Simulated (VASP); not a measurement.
# SrO in VASP: settings compared, part 2 of 2

VASP 6.6.1. The steps go on from the part before.

## (3) Single point, r2SCAN (strain along [111] +4.6%)

File POSCAR:

```
SrO
1.0
    3.1507526206      0.0478875509      0.0478875509
    0.0478875509      3.1507526206      0.0478875509
    0.0478875509      0.0478875509      3.1507526206
Sr O
1 1
Direct
    0.0000000000      0.0000000000      0.0000000000
    0.5000000000      0.5000000000      0.5000000000
```

File INCAR.step1:

```
SYSTEM = SrO
PREC     = Accurate       ! precision mode
ENCUT    = 520            ! plane-wave cutoff, eV
ISMEAR   = 0              ! smearing method
SIGMA    = 0.01           ! smearing width, eV
LREAL    = .FALSE.        ! projectors in reciprocal space
LASPH    = .TRUE.         ! aspherical terms in the spheres
NELM     = 100            ! most SCF steps
NBANDS   = 15             ! bands
GGA      = PE             ! functional
ALGO     = Normal         ! electronic algorithm
EDIFF    = 1E-4           ! SCF threshold, eV
LWAVE    = .TRUE.         ! write WAVECAR
LCHARG   = .FALSE.        ! write CHGCAR
```

File INCAR.step2:

```
SYSTEM = SrO
PREC     = Accurate       ! precision mode
ENCUT    = 520            ! plane-wave cutoff, eV
EDIFF    = 1E-7           ! SCF threshold, eV
ISMEAR   = 0              ! smearing method
SIGMA    = 0.01           ! smearing width, eV
LREAL    = .FALSE.        ! projectors in reciprocal space
LASPH    = .TRUE.         ! aspherical terms in the spheres
NELM     = 100            ! most SCF steps
ALGO     = Normal         ! electronic algorithm
ISIF     = 2              ! what is computed and relaxed
LWAVE    = .FALSE.        ! write WAVECAR
LCHARG   = .TRUE.         ! write CHGCAR
METAGGA  = R2SCAN         ! meta-GGA
LMIXTAU  = .TRUE.       
LELF     = .TRUE.         ! ELF
LVHAR    = .TRUE.       
NBANDS   = 15             ! bands
ISTART   = 1
```

File KPOINTS:

```
regular mesh
0
G
  8 8 8
  0 0 0
```

Potentials or basis: VASP PAW PBE potentials, release 64 (Sr_sv, O).

The run is started by

```sh
> cat potpaw_PBE.64/Sr_sv/POTCAR potpaw_PBE.64/O/POTCAR > POTCAR
> cp INCAR.step1 INCAR
> mpirun -np 1 vasp_std > vasp.out
> cp INCAR.step2 INCAR
> mpirun -np 1 vasp_std > vasp.out
```

OUTCAR:

```text
SYSTEM = SrO
   PREC = Accurate
   ENCUT = 520
   EDIFF = 1E-7
   ISMEAR = 0
   LREAL = .FALSE.
   LASPH = .TRUE.
   NELM = 100
   ISIF = 2
   METAGGA = R2SCAN
   ISTART = 1

 ion  position               nearest neighbor table
   1  0.000  0.000  0.000-   2 2.70   2 2.70   2 2.70   2 2.70   2 2.70   2 2.70   2 2.81   2 2.81

   2  0.500  0.500  0.500-   1 2.70   1 2.70   1 2.70   1 2.70   1 2.70   1 2.70   1 2.81   1 2.81

  LATTYP: Found a trigonal (rhomboedric) cell.
 ALAT       =     3.1514803682
 COS(alpha) =     0.0306143899

  Lattice vectors:

 A1 = (   3.1507526206,   0.0478875509,   0.0478875509)
 A2 = (   0.0478875509,   3.1507526206,   0.0478875509)
 A3 = (   0.0478875509,   0.0478875509,   3.1507526206)

Analysis of symmetry for initial positions (statically):
=====================================================================
 Subroutine PRICEL returns:
 Original cell was already a primitive cell.

 Routine SETGRP: Setting up the symmetry group for a
 trigonal (rhombohedral) supercell.

 Subroutine GETGRP returns: Found 12 space group operations
 (whereof 12 operations were pure point group operations)
 out of a pool of 12 trial point group operations.

The static configuration has the point symmetry D_3d.

Analysis of symmetry for dynamics (positions and initial velocities):
=====================================================================
 Subroutine PRICEL returns:
 Original cell was already a primitive cell.

 Routine SETGRP: Setting up the symmetry group for a
 trigonal (rhombohedral) supercell.

 Subroutine GETGRP returns: Found 12 space group operations
 (whereof 12 operations were pure point group operations)
 out of a pool of 12 trial point group operations.

The dynamic configuration has the point symmetry D_3d.

 Subroutine INISYM returns: Found 12 space group operations
 (whereof 12 operations are pure point group operations),
 and found     1 'primitive' translations

----------------------------------------------------------------------------------------

                                     Primitive cell
[... 116 lines left out ...]
   METAGGA = R2SCAN    functional components
   LHFCALC =     F    Hartree Fock is set to
   AEXX    =    0.0000 exact exchange contribution
   IVDW    =     0    specifies the selected vdW correction
   LEPSILON=     F    determine dielectric tensor
   LRPA    =     F    only Hartree local field effects (RPA)
 non-spin polarized calculation
 Gauss-broadening in eV      SIGMA  =   0.01
  energy-cutoff  :      520.00
  volume of cell :       31.26
 maximum number of plane-waves:       874
   NGX = 11   NGY = 11   NGZ = 11

 number of electron      16.0000002 magnetization

 Free energy of the ion-electron system (eV)
  ---------------------------------------------------
  ext. energy  EPLUGINS =         0.00000000
  ---------------------------------------------------
  free energy    TOTEN  =       -26.27744779 eV

  energy without entropy =      -26.27744779  energy(sigma->0) =      -26.27744779

 E-fermi :   2.6983     XC(G=0): -11.1563

 val. band max:        2.6113504688   @ k =   0.5000   0.5000  -0.0000
 cond. band min:       5.8728728566   @ k =   0.0000   0.0000   0.0000
 fundamental gap:      3.2615223879
 Fermi energy:         2.6983091288

 k-point     1 :       0.0000    0.0000    0.0000
  band No.  band energies     occupation
      1     -32.5248      2.00000
      2     -13.9471      2.00000
      3     -13.1907      2.00000
      4     -13.1907      2.00000
      5     -13.1860      2.00000
      6       2.5270      2.00000
      7       2.5270      2.00000
      8       2.5312      2.00000
      9       5.8729      0.00000
     10       5.8729      0.00000
     11       7.7089      0.00000
     12      13.3485      0.00000
     13      13.3485      0.00000
     14      13.5146      0.00000
[... 401 lines left out ...]
      2     -15.3427      2.00000
      3     -13.3039      2.00000
      4     -13.2133      2.00000
      5     -12.4804      2.00000
      6       0.4395      2.00000
      7       1.6311      2.00000
      8       2.2639      2.00000
      9       7.5027      0.00000
     10       9.9053      0.00000
     11      10.2541      0.00000
     12      12.0504      0.00000
     13      12.6658      0.00000
     14      13.3736      0.00000
     15      18.4147      0.00000

 [... further k-points ...]
[... 5 lines left out ...]
  --------------------------------------------------------------------------------------
  -------------------------------------------------------------------------------------
  Total       -0.6477729     -0.6477729     -0.6477729      0.0501427      0.0501427      0.0501427
  in kB      -33.2038491    -33.2038491    -33.2038491      2.5702393      2.5702393      2.5702393
  external PRESSURE =     -33.2038491 kB  Pullay stress =       0.0000000 kB

 VOLUME and BASIS-vectors are now :
 -----------------------------------------------------------------------------
  energy-cutoff  :      520.00
  volume of cell :       31.26
      direct lattice vectors                 reciprocal lattice vectors
     3.150752621  0.047887551  0.047887551     0.317528989 -0.004753797 -0.004753797
     0.047887551  3.150752621  0.047887551    -0.004753797  0.317528989 -0.004753797
     0.047887551  0.047887551  3.150752621    -0.004753797 -0.004753797  0.317528989

 POSITION                                       TOTAL-FORCE (eV/Angst)
 -----------------------------------------------------------------------------------
      0.00000      0.00000      0.00000        -0.000000     -0.000000      0.000000
      1.62326      1.62326      1.62326         0.000000      0.000000      0.000000
 -----------------------------------------------------------------------------------
    total drift:                                0.000000      0.000000     -0.000000

  FREE ENERGIE OF THE ION-ELECTRON SYSTEM (eV)
  ---------------------------------------------------
  free  energy   TOTEN  =       -26.2774477935 eV

  energy  without entropy=      -26.2774477935  energy(sigma->0) =      -26.27744779
```

OUTCAR.step1:

```text
SYSTEM = SrO
   PREC = Accurate
   ENCUT = 520
   ISMEAR = 0
   LREAL = .FALSE.
   LASPH = .TRUE.
[... 655 lines left out ...]
      0.00000      0.00000      0.00000        -0.000000     -0.000000      0.000000
      1.62326      1.62326      1.62326         0.000000      0.000000      0.000000
 -----------------------------------------------------------------------------------
    total drift:                                0.000000      0.000000     -0.000000

  FREE ENERGIE OF THE ION-ELECTRON SYSTEM (eV)
  ---------------------------------------------------
  free  energy   TOTEN  =       -11.2258787320 eV

  energy  without entropy=      -11.2258787320  energy(sigma->0) =      -11.22587873
```

Run time: 28 s. Hardware: 1 thread of Intel Xeon 6975P-C (Granite Rapids), shared host; peak memory 0.16 GiB.

Results:

- Free energy: -26.2774 eV
- Pressure: -3.3 GPa
- Band gap on the k mesh: 3.26 eV, indirect (least direct gap 3.34 eV)

Levels at points of the mesh, in eV from the valence-band top:
| k point | band 5 | band 6 | band 7 | band 8 | band 9 | band 10 | band 11 | band 12 |
| --- | --- | --- | --- | --- | --- | --- | --- | --- |
| (0.00, 0.00, 0.00) | -15.80 | -0.08 | -0.08 | -0.08 | 3.26 | 3.26 | 5.10 | 10.74 |
| (0.50, 0.00, 0.00) | -14.80 | -2.83 | -0.73 | -0.52 | 4.36 | 7.67 | 9.51 | 9.91 |
| (0.50, 0.50, 0.00) | -15.49 | -1.29 | -1.19 | 0.00 | 4.58 | 5.07 | 7.97 | 8.08 |
| (0.50, 0.50, 0.50) | -15.87 | -2.82 | -2.78 | -2.78 | 8.31 | 8.89 | 8.89 | 13.30 |

Caveat: the cell differs from its parent crystal (strain along [111] +4.6%); the PAW data sets were made with another functional, which shifts forces and pressure a little. A k mesh can miss the band edges.

## (4) Single point, PBE (strain -2.1%)

File INCAR:

```
SYSTEM = SrO
  PREC = Accurate
  ENCUT = 910
  EDIFF = 1E-6
  ISMEAR = -1
  SIGMA = 0.02
  LREAL = .False.
  LASPH = .True.
  NELM = 120
  ALGO = Normal
  ISIF = 2
  LWAVE = .False.
  LCHARG = .False.
  GGA = PE
  NBANDS = 15
  GGA_COMPAT = .False.
```

File KPOINTS:

```
regular mesh
0
Gamma
  8 8 8
  0 0 0
```

File POSCAR:

```
SrO
1.0
    3.0367740437      0.0000000000      0.0000000000
    0.0000000000      3.0367740437      0.0000000000
    0.0000000000      0.0000000000      3.0367740437
Sr O
1 1
Direct
    0.0000000000      0.0000000000      0.0000000000
    0.5000000000      0.5000000000      0.5000000000
```

Potentials or basis: VASP PAW PBE potentials, release 64 (Sr_sv, O_h).

The run is started by

```sh
> cat potpaw_PBE.64/Sr_sv/POTCAR potpaw_PBE.64/O_h/POTCAR > POTCAR
> mpirun -np 1 vasp_std > vasp.out
```

Wall time 20 s (1 thread of AMD EPYC 7R13 (Zen 3), shared host); peak memory 0.16 GiB.

Results (log left out):

- Free energy: -11.1309 eV
- Pressure: 11.1 GPa
- Band gap on the k mesh: 2.73 eV, indirect (least direct gap 2.75 eV)

Levels at points of the mesh, in eV from the valence-band top:
```tsv
k point	band 6	band 7	band 8	band 9	band 10	band 11
(0.00, 0.00, 0.00)	-0.02	-0.02	-0.02	2.73	2.73	5.47
(0.50, 0.00, 0.00)	-3.10	-0.73	-0.73	3.97	7.90	9.84
(0.50, 0.50, 0.00)	-1.19	-1.19	0.00	4.39	4.81	7.86
(0.50, 0.50, 0.50)	-3.22	-3.22	-3.22	8.81	8.81	8.81
```

Caveat: the cell differs from its parent crystal (strain -2.1%); the cutoff is under 1.25 times the usual one of these potentials, so pressure, stress and relaxed cells hold a basis-set (Pulay) error. A k mesh can miss the band edges.

## (5) The runs side by side

```tsv
level	potentials or basis	cell	cutoff (eV)	smearing	second run	gap on the mesh (eV)	pressure (GPa)
PBE	VASP PAW PBE potentials, release 64 (Sr_sv, O)	a = 3.151 Å, angles 88.2°, 2 atoms	520	fermi-dirac 0.02 eV	-	2.78	-0.5
r2SCAN	VASP PAW PBE potentials, release 64 (Sr_sv, O)	a = 3.151 Å, angles 88.2°, 2 atoms	520	gaussian 0.01 eV	-	3.26	-3.3
PBE	VASP PAW PBE potentials, release 64 (Sr_sv, O_h)	a = 3.037 Å, 2 atoms	910	fermi-dirac 0.02 eV	hard_potentials	2.73	11.1
```

Alike in all rows: task single point; no spin polarisation; k mesh 8 × 8 × 8.

Caveats: the PAW data sets were made with another functional, which shifts forces and pressure a little (some runs); the cutoff is under 1.25 times the usual one of these potentials, so pressure, stress and relaxed cells hold a basis-set (Pulay) error (some runs).

Total energies depend on the potentials used, so only differences within one code and one set of settings carry meaning.
